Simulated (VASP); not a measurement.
# InPd (Pm-3m) in VASP: a series of runs

Runs on InPd. Level: PBE. Tasks: single point, relaxation of cell and atoms.

Everything below comes from runs of VASP 6.6.1. Logs are shortened: lines on timing, memory, paths and dates and some standing lists are left out, and cuts for length are marked.

## (1) The cell of the first run

Symmetry: Pm-3m, No. 221, cubic system. The conventional cell has a = 3.305 Å, b = 3.305 Å, c = 3.305 Å, α = 90.00°, β = 90.00°, γ = 90.00°. Within 3.8 Å of In (site symmetry m-3m) lie 8 Pd at 2.86 Å and 6 In at 3.31 Å. Within 3.8 Å of Pd (site symmetry m-3m) lie 8 In at 2.86 Å and 6 Pd at 3.31 Å.

## (2) Single point, PBE

File INCAR:

```
PREC     = Accurate       # precision mode
ENCUT    = 520            # plane-wave cutoff, eV
EDIFF    = 1E-7           # SCF threshold, eV
ISMEAR   = 0              # smearing method
SIGMA    = 0.1            # smearing width, eV
LREAL    = F              # projectors in reciprocal space
LASPH    = T              # aspherical terms in the spheres
NELM     = 100            # most SCF steps
ALGO     = Normal         # electronic algorithm
ISIF     = 2              # what is computed and relaxed
LWAVE    = F              # write WAVECAR
LCHARG   = F              # write CHGCAR
GGA      = PE             # functional
NBANDS   = 18             # bands
```

File KPOINTS:

```
Automatic mesh
0
Gamma
  14 14 14
```

File POSCAR:

```
InPd
1.0
    3.3052635960      0.0000000000      0.0000000000
    0.0000000000      3.3052635960      0.0000000000
    0.0000000000      0.0000000000      3.3052635960
In Pd
1 1
Direct
    0.0000000000      0.0000000000      0.0000000000
    0.5000000000      0.5000000000      0.5000000000
```

Potentials or basis: VASP PAW PBE potentials, release 64 (In_d, Pd).

Run with:

```bash
cat potpaw_PBE.64/In_d/POTCAR potpaw_PBE.64/Pd/POTCAR > POTCAR
mpirun -np 1 vasp_std > vasp.out
```

OUTCAR:

```text
PREC = Accurate
   ENCUT = 520
   EDIFF = 1E-7
   ISMEAR = 0
   LREAL = F
   LASPH = T
   NELM = 100
   ISIF = 2
   GGA = PE

 ion  position               nearest neighbor table
   1  0.000  0.000  0.000-   2 2.86   2 2.86   2 2.86   2 2.86   2 2.86   2 2.86   2 2.86   2 2.86

   2  0.500  0.500  0.500-   1 2.86   1 2.86   1 2.86   1 2.86   1 2.86   1 2.86   1 2.86   1 2.86

  LATTYP: Found a simple cubic cell.
 ALAT       =     3.3052635960

  Lattice vectors:

 A1 = (   3.3052635960,   0.0000000000,   0.0000000000)
 A2 = (   0.0000000000,   3.3052635960,   0.0000000000)
 A3 = (   0.0000000000,   0.0000000000,   3.3052635960)

Analysis of symmetry for initial positions (statically):
=====================================================================
 Subroutine PRICEL returns:
 Original cell was already a primitive cell.

 Routine SETGRP: Setting up the symmetry group for a
 simple cubic supercell.

 Subroutine GETGRP returns: Found 48 space group operations
 (whereof 48 operations were pure point group operations)
 out of a pool of 48 trial point group operations.

The static configuration has the point symmetry O_h .

Analysis of symmetry for dynamics (positions and initial velocities):
=====================================================================
 Subroutine PRICEL returns:
 Original cell was already a primitive cell.

 Routine SETGRP: Setting up the symmetry group for a
 simple cubic supercell.

 Subroutine GETGRP returns: Found 48 space group operations
 (whereof 48 operations were pure point group operations)
 out of a pool of 48 trial point group operations.

The dynamic configuration has the point symmetry O_h .

 Subroutine INISYM returns: Found 48 space group operations
 (whereof 48 operations are pure point group operations),
 and found     1 'primitive' translations

----------------------------------------------------------------------------------------

                                     Primitive cell

  volume of cell :      36.1092

  direct lattice vectors                    reciprocal lattice vectors
     3.305263596  0.000000000  0.000000000     0.302547731  0.000000000  0.000000000
     0.000000000  3.305263596  0.000000000     0.000000000  0.302547731  0.000000000
     0.000000000  0.000000000  3.305263596     0.000000000  0.000000000  0.302547731

  length of vectors
     3.305263596  3.305263596  3.305263596     0.302547731  0.302547731  0.302547731

  position of ions in fractional coordinates (direct lattice)
     0.000000000  0.000000000  0.000000000
     0.500000000  0.500000000  0.500000000

  ion indices of the primitive-cell ions
   primitive index   ion index
                 1           1
                 2           2

----------------------------------------------------------------------------------------

 KPOINTS: Automatic mesh

Automatic generation of k-mesh.
 Grid dimensions read from file:
 generate k-points for:   14   14   14

 Generating k-lattice:

  Cartesian coordinates                     Fractional coordinates (reciprocal lattice)
     0.021610552  0.000000000  0.000000000     0.071428571  0.000000000  0.000000000
     0.000000000  0.021610552  0.000000000     0.000000000  0.071428571  0.000000000
     0.000000000  0.000000000  0.021610552     0.000000000  0.000000000  0.071428571

  Length of vectors
     0.021610552  0.021610552  0.021610552

  Shift w.r.t. Gamma in fractional coordinates (k-lattice)
     0.000000000  0.000000000  0.000000000

 Subroutine IBZKPT returns following result:
 ===========================================

 Found    120 irreducible k-points:

 Following reciprocal coordinates:
            Coordinates               Weight
  0.000000  0.000000  0.000000      1.000000
  0.071429  0.000000  0.000000      6.000000
  0.142857  0.000000  0.000000      6.000000
  0.214286  0.000000  0.000000      6.000000
  0.285714  0.000000  0.000000      6.000000
  0.357143  0.000000  0.000000      6.000000
[... 16 lines left out ...]
  0.285714  0.214286  0.000000     24.000000
  0.357143  0.214286  0.000000     24.000000
 [... further k-points ...]
   k-points           NKPTS =    120   k-points in BZ     NKDIM =    120   number of bands    NBANDS=     18
   number of dos      NEDOS =    301   number of ions     NIONS =      2
   total plane-waves  NPLWV =  21952
   dimension x,y,z NGX =    28 NGY =   28 NGZ =   28
   dimension x,y,z NGXF=    56 NGYF=   56 NGZF=   56
   ions per type =               1   1
   NGX,Y,Z   is equivalent  to a cutoff of  14.08, 14.08, 14.08 a.u.
   NGXF,Y,Z  is equivalent  to a cutoff of  28.17, 28.17, 28.17 a.u.
 SYSTEM =  unknown system
   PREC   = accura    normal or accurate (medium, high low for compatibility)
   ISTART =      0    job   : 0-new  1-cont  2-samecut
   ICHARG =      2    charge: 1-file 2-atom 10-const
   ISPIN  =      1    spin polarized calculation?
   LNONCOLLINEAR =      F non collinear calculations
   LSORBIT =      F    spin-orbit coupling
   LASPH  =      T    aspherical Exc in radial PAW
   ENCUT  =  520.0 eV  38.22 Ry    6.18 a.u.   6.15  6.15  6.15*2*pi/ulx,y,z
   NELM   =    100;   NELMIN=  2; NELMDL= -5     # of ELM steps
   EDIFF  = 0.1E-06   stopping-criterion for ELM
   LREAL  =      F    real-space projection
   EDIFFG = 0.1E-05   stopping-criterion for IOM
   NSW    =      0    number of steps for IOM
   IBRION =     -1    ionic relax: 0-MD 1-quasi-New 2-CG
   NFREE  =      0    steps in history (QN), initial steepest desc. (CG)
   ISIF   =      2    stress and relaxation
   ISYM   =      2    0-nonsym 1-usesym 2-fastsym
   POTIM  = 0.5000    time-step for ionic-motion
   TEBEG  =    0.0;   TEEND  =   0.0 temperature during run
   PSTRESS=    0.0 pullay stress
   NELECT =      23.0000    total number of electrons
   NUPDOWN=      -1.0000    fix difference up-down
   EMIN   =  10.00;   EMAX   =-10.00  energy-range for DOS
   EFERMI =   0.00;   METHOD = LEGACY
   ISMEAR =     0;   SIGMA  =   0.10  broadening in eV -4-tet -1-fermi 0-gaus
   EFERMI_NEDOS =   21; number of points for ismear=-14 and -15
   IALGO  =     38    algorithm
   IMIX   =      4    mixing-type and parameters
     AMIX     =   0.40;   BMIX     =  1.00
     AMIX_MAG =   1.60;   BMIX_MAG =  1.00
  volume/ion in A,a.u.               =      18.05       121.84
  Fermi-wavevector in a.u.,A,eV,Ry     =   1.408569  2.661809 26.994851  1.984066
  Thomas-Fermi vector in A             =   2.530713
   LORBIT       =      0    0 simple, 1 ext, 2 COOP (PROOUT), +10 PAW based schemes
   GGA     = PE    functional components
   LHFCALC =     F    Hartree Fock is set to
   AEXX    =    0.0000 exact exchange contribution
   IVDW    =     0    specifies the selected vdW correction
   LEPSILON=     F    determine dielectric tensor
   LRPA    =     F    only Hartree local field effects (RPA)
 non-spin polarized calculation
 Gauss-broadening in eV      SIGMA  =   0.10
  energy-cutoff  :      520.00
  volume of cell :       36.11
 maximum number of plane-waves:       992
 NGX is ok and might be reduce to    28
   NGX = 13   NGY = 13   NGZ = 13

 number of electron      23.0000002 magnetization

 Free energy of the ion-electron system (eV)
  ---------------------------------------------------
  ext. energy  EPLUGINS =         0.00000000
  ---------------------------------------------------
  free energy    TOTEN  =        -8.74924138 eV

  energy without entropy =       -8.74516445  energy(sigma->0) =       -8.74720291

 E-fermi :  10.0585     XC(G=0): -12.0592

 val. band max:       10.0526971545   @ k =   0.4286   0.4286   0.3571
 cond. band min:      10.0630867211   @ k =   0.5000   0.4286   0.4286
 fundamental gap:      0.0103895666
 Fermi energy:        10.0585027789

 k-point     1 :       0.0000    0.0000    0.0000
  band No.  band energies     occupation
      1      -4.8583      2.00000
      2      -4.8583      2.00000
      3      -4.4849      2.00000
      4      -4.4849      2.00000
      5      -4.4849      2.00000
      6       0.2139      2.00000
[... 10 lines left out ...]
     17      20.4005      0.00000
     18      25.9697      0.00000

 k-point     2 :       0.0714    0.0000    0.0000
  band No.  band energies     occupation
      1      -4.8558      2.00000
      2      -4.8422      2.00000
      3      -4.4898      2.00000
      4      -4.4898      2.00000
      5      -4.4835      2.00000
      6       0.2929      2.00000
[... 10 lines left out ...]
     17      20.8411      0.00000
     18      25.7636      0.00000

 k-point     3 :       0.1429    0.0000    0.0000
  band No.  band energies     occupation
      1      -4.8488      2.00000
      2      -4.7973      2.00000
      3      -4.5036      2.00000
      4      -4.5036      2.00000
      5      -4.4796      2.00000
      6       0.5294      2.00000
[... 10 lines left out ...]
     17      22.2736      0.00000
     18      25.2768      0.00000

 k-point     4 :       0.2143    0.0000    0.0000
  band No.  band energies     occupation
      1      -4.8387      2.00000
      2      -4.7326      2.00000
      3      -4.5234      2.00000
      4      -4.5234      2.00000
      5      -4.4739      2.00000
      6       0.9215      2.00000
[... 375 lines left out ...]
      4      -4.5335      2.00000
      5      -4.5087      2.00000
      6       1.5930      2.00000
[... 10 lines left out ...]
     17      23.7180      0.00000
     18      24.5454      0.00000

 k-point    23 :       0.2857    0.2143    0.0000
  band No.  band energies     occupation
      1      -4.7586      2.00000
      2      -4.6168      2.00000
      3      -4.5878      2.00000
      4      -4.5525      2.00000
      5      -4.5152      2.00000
      6       2.0950      2.00000
[... 10 lines left out ...]
     17      23.3971      0.00000
     18      24.3412      0.00000

 k-point    24 :       0.3571    0.2143    0.0000
  band No.  band energies     occupation
      1      -4.7473      2.00000
      2      -4.6464      2.00000
      3      -4.5735      2.00000
      4      -4.5255      2.00000
      5      -4.5169      2.00000
      6       2.7029      2.00000
[... 10 lines left out ...]
     17      22.8163      0.00000
     18      23.0994      0.00000

 [... further k-points ...]
[... 5 lines left out ...]
  --------------------------------------------------------------------------------------
  -------------------------------------------------------------------------------------
  Total        0.0032309      0.0032309      0.0032309      0.0000000     -0.0000000      0.0000000
  in kB        0.1433565      0.1433565      0.1433565      0.0000000     -0.0000000      0.0000000
  external PRESSURE =       0.1433565 kB  Pullay stress =       0.0000000 kB

 VOLUME and BASIS-vectors are now :
 -----------------------------------------------------------------------------
  energy-cutoff  :      520.00
  volume of cell :       36.11
      direct lattice vectors                 reciprocal lattice vectors
     3.305263596  0.000000000  0.000000000     0.302547731  0.000000000  0.000000000
     0.000000000  3.305263596  0.000000000     0.000000000  0.302547731  0.000000000
     0.000000000  0.000000000  3.305263596     0.000000000  0.000000000  0.302547731

 POSITION                                       TOTAL-FORCE (eV/Angst)
 -----------------------------------------------------------------------------------
      0.00000      0.00000      0.00000         0.000000      0.000000      0.000000
      1.65263      1.65263      1.65263         0.000000      0.000000      0.000000
 -----------------------------------------------------------------------------------
    total drift:                               -0.000000      0.000000      0.000000

  FREE ENERGIE OF THE ION-ELECTRON SYSTEM (eV)
  ---------------------------------------------------
  free  energy   TOTEN  =        -8.7492413777 eV

  energy  without entropy=       -8.7451644479  energy(sigma->0) =       -8.74720291
```

It took 29 s on 1 thread of Intel Xeon 6975P-C (Granite Rapids), shared host; peak memory 0.21 GiB.

What came out:

* Free energy: -8.7492 eV
* Pressure: 0.0 GPa

Caveat: spin-orbit coupling is left out, which moves the levels of the heavy elements.

## (3) Relaxation of cell and atoms, PBE

This run uses another cell than the first one, of 17.51 Å³/atom, 0.970 times its volume.

File INCAR:

```
ALGO = Normal ; EDIFF = 1E-6
EDIFFG = -0.005 ; ENCUT = 600
GGA = PE ; IBRION = 2
ISIF = 3 ; ISMEAR = 0
LASPH = True ; LCHARG = False
LREAL = False ; LWAVE = False
NELM = 100 ; NSW = 100
PREC = Accurate ; SIGMA = 0.1
```

File KPOINTS:

```
k-points
0
Gamma
  14 14 14
```

File POSCAR:

```
InPd
1.0
    3.2718847800      0.0000000000      0.0000000000
    0.0000000000      3.2718847800      0.0000000000
    0.0000000000      0.0000000000      3.2718847800
In Pd
1 1
Direct
    0.0000000000      0.0000000000      0.0000000000
    0.5000000000      0.5000000000      0.5000000000
```

Potentials or basis: VASP PAW PBE potentials, release 64 (In_d, Pd).

Run with:

```bash
cat potpaw_PBE.64/In_d/POTCAR potpaw_PBE.64/Pd/POTCAR > POTCAR
mpirun -np 1 vasp_std > vasp.out
```

It took 55 s on 1 thread of Intel Xeon 6975P-C (Granite Rapids), shared host; peak memory 0.23 GiB.

Results (log left out):

| Property | Result |
| --- | --- |
| Free energy | -8.7487 eV |
| Relaxed volume | 18.06 Å³/atom |
| Relaxed cell | a = 3.305 Å, b = 3.305 Å, c = 3.305 Å, α = 90.00°, β = 90.00°, γ = 90.00° |
| Space group after relaxing (to 0.05 Å) | Pm-3m (No. 221) |
| Energy gained by relaxing | 6.1 meV/atom |
| Ionic steps | 3 |
| Pressure after relaxing | 0.0 GPa |

Step by step:
```
step  energy change (eV)  largest force (eV/Å)  pressure (GPa)  volume (Å³)
   1              0.0000                0.0000            3.71        35.03
   2             -0.0031                0.0000           -2.78        37.12
   3             -0.0121                0.0000            0.02        36.12
```

Final structure:
```
CELL_PARAMETERS angstrom
3.30546 0.00000 0.00000
0.00000 3.30546 0.00000
0.00000 0.00000 3.30546
ATOMIC_POSITIONS crystal
In 0.00000 0.00000 0.00000
Pd 0.50000 0.50000 0.50000
```

Levels at points of the mesh, in eV from the Fermi level:
| k point | band 8 | band 9 | band 10 | band 11 | band 12 | band 13 | band 14 | band 15 |
| --- | --- | --- | --- | --- | --- | --- | --- | --- |
| (0.00, 0.00, 0.00) | -3.70 | -2.24 | -2.24 | -2.24 | 4.14 | 4.14 | 4.14 | 9.01 |
| (0.50, 0.00, 0.00) | -3.67 | -3.17 | -3.17 | -2.30 | -1.13 | 9.27 | 9.27 | 9.75 |
| (0.50, 0.50, 0.00) | -2.63 | -2.63 | -2.23 | -2.23 | -1.69 | 1.27 | 2.34 | 9.23 |
| (0.50, 0.50, 0.50) | -4.71 | -1.65 | -1.65 | -0.23 | 3.72 | 3.72 | 3.72 | 4.24 |

Caveat: spin-orbit coupling is left out, which moves the levels of the heavy elements.
